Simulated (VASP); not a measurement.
Input of a VASP 6.6.1 run:

Contents of INCAR:

```
SYSTEM = BeS
  ALGO = Normal
  EDIFF = 1E-8
  ENCUT = 520
  GGA = PS
  IBRION = 8
  ISIF = 2
  ISMEAR = 0
  LASPH = .TRUE.
  LCHARG = .FALSE.
  LREAL = .FALSE.
  LWAVE = .FALSE.
  NELM = 100
  NSW = 1
  PREC = Accurate
  SIGMA = 0.01
```

KPOINTS

```
k-points
0
G
  8 8 8
  0 0 0
```

The input POSCAR:

```
BeS
1.0
    2.4189645438      2.4189645438      0.0000000000
   -2.4189645438      2.4189645438      0.0000000000
    0.0000000000      2.4189645438      2.4189645438
Be S
1 1
Direct
    0.0000000000      0.0000000000      0.0000000000
    0.7500000000      0.2500000000      0.5000000000
```

Potentials or basis: VASP PAW PBE potentials, release 64 (Be, S).

Launch:

```sh
$ cat potpaw_PBE.64/Be/POTCAR potpaw_PBE.64/S/POTCAR > POTCAR
$ mpirun -np 1 vasp_std > vasp.out
```

(1) Estimate the highest phonon frequency at Γ, LO-TO splitting left out.

Answers

(1) 577 cm⁻¹.
